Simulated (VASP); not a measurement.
TePb: single point with PBE-based screened hybrid with 25 % exact exchange

TePb:

```
Pb Te
1.0
     0.00000    3.29437    3.29437
     3.29437    0.00000    3.29437
     3.29437    3.29437    0.00000
Pb Te
1 1
Direct
  0.00000 0.00000 0.00000
  0.50000 0.50000 0.50000
```

| Quantity | Value |
| --- | --- |
| Program | VASP 6.6.1 |
| Task | single point |
| Functional | PBE-based screened hybrid with 25 % exact exchange |
| Potentials or basis | VASP PAW PBE potentials, release 64 (Pb_d, Te) |
| Cutoff | 520 eV |
| k mesh | 4 × 4 × 4 |
| Occupations | fermi-dirac, width 0.05 eV |
| Spin | no spin polarisation |
| Dipole correction | no |
| Grid for exact exchange (PRECFOCK) | Normal |
| Share of exact exchange | 0.25 |
| Further INCAR settings | ALGO = Normal; EDIFF = 1e-07; NBANDS = 17 |
| Screening parameter | 0.3 1/Å |

* Pressure: -1.3 GPa
* Band gap on the k mesh: 1.10 eV

Levels at points of the mesh, in eV from the valence-band top:
```csv
k point,band 8,band 9,band 10,band 11,band 12,band 13
"(0.00, 0.00, 0.00)",-1.30,-1.30,-1.30,4.53,4.53,4.53
"(0.50, 0.00, 0.00)",-0.88,-0.88,0.00,1.10,1.69,1.69
"(0.50, 0.50, 0.00)",-4.46,-2.75,-2.75,3.85,5.87,5.87
```

It took 24 min on 1 thread of Intel(R) Xeon(R) Platinum 8259CL CPU @ 2.50GHz (Skylake/Cascade Lake), on a shared host, peak memory 0.32 GiB.

Caveat: the PAW data sets were made with another functional, which shifts forces and pressure a little; spin-orbit coupling is left out, which moves the levels of the heavy elements. A k mesh can miss the band edges.
